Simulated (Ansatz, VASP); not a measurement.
## One calculation of RbNa3Te2, two programs

```
Rb Na Te
1.0
    -3.18768    3.18768    4.31725
     3.18768   -3.18768    4.31725
     3.18768    3.18768   -4.31725
Rb Na Te
1 3 2
Cartesian
  0.0000 0.0000 4.3173
  0.0000 3.1877 0.0000
  3.1877 0.0000 0.0000
  0.0000 0.0000 0.0000
  0.0000 0.0000 1.9730
  0.0000 0.0000 6.6615
```

Alike in both runs: task relaxation of cell and atoms; functional PBE; k mesh 4 × 4 × 4; occupations gaussian, width 0.1 eV; no spin polarisation.

|  | VASP | Ansatz |
| --- | --- | --- |
| version | VASP 6.6.1 | Ansatz 0.2.0 |
| potentials or method | VASP PAW PBE potentials, release 64 (Rb_sv, Na_pv, Te), cutoff 600 eV | scalar-relativistic, plane waves, PAW |
| valence electrons in the cell | 42 | 68 |

```tsv
	VASP	Ansatz	Ansatz less VASP
gap on the k mesh at the Fermi level, each at its own relaxed structure (eV)	none	none	-
relaxed volume (Å³/atom)	51.89	52.62	+0.737
relaxed cell length with the largest relative difference (Å)	7.852	7.879	+0.0272
```

A gap of «none» marks a metal or a gap that the smearing closes. VASP's potentials hold 42 valence electrons a cell and Ansatz's 68, so a difference there can come from the potentials and not from the codes.

Neither program's run includes spin-orbit coupling. Noted on VASP's run: the volume moved by over 15 % at a fixed basis, so the end points are rough.
